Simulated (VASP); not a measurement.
Here is a VASP 6.6.1 calculation.

Contents of INCAR:

```
SYSTEM = PtSe2
ALGO     = Normal         ! electronic algorithm
EDIFF    = 1E-6           ! SCF threshold, eV
ENCUT    = 520            ! plane-wave cutoff, eV
GGA      = PE             ! functional
ISIF     = 2              ! what is computed and relaxed
ISMEAR   = 0              ! smearing method
LASPH    = .True.         ! aspherical terms in the spheres
LCHARG   = .False.        ! write CHGCAR
LREAL    = .False.        ! projectors in reciprocal space
LWAVE    = .False.        ! write WAVECAR
NBANDS   = 18             ! bands
NELM     = 80             ! most SCF steps
PREC     = Accurate       ! precision mode
SIGMA    = 0.05           ! smearing width, eV
```

Contents of KPOINTS:

```
k-points
0
Gamma
  12 12 4
  0 0 0
```

File POSCAR:

```
PtSe2
1.0
    3.7516620337      0.0000000000      0.0000000000
   -1.8758310169      3.2490346276      0.0000000000
    0.0000000000      0.0000000000      6.9184912610
Pt Se
1 2
Direct
    0.0000000000      0.0000000000      0.0000000000
    0.3333333333      0.6666666667      0.2001869949
    0.6666666667      0.3333333333      0.7998130051
```

Potentials or basis: VASP PAW PBE potentials, release 64 (Pt, Se).

Run with:

```sh
$ cat potpaw_PBE.64/Pt/POTCAR potpaw_PBE.64/Se/POTCAR > POTCAR
$ mpirun -np 1 vasp_std > vasp.out
```

What does it give for the pressure?

-3.6 GPa.

What does it give for the band gap on the k mesh?

1.02 eV, indirect (least direct gap 1.20 eV).

What does it give for the largest force?

0.818 eV/Å.

Forces on the atoms (eV/Å):
```
Pt   0.000  0.000  0.000
Se   0.000  0.000 -0.818
Se   0.000  0.000  0.818
```

Caveat: the cell differs from its parent crystal (strain +0.0600 x Voigt [0, 0, 1, 0, 0, 0]); spin-orbit coupling is left out, which moves the levels of the heavy elements; this functional lacks dispersion, which binds the layers, so the pressure and a relaxed spacing across them are unreliable. A k mesh can miss the band edges.
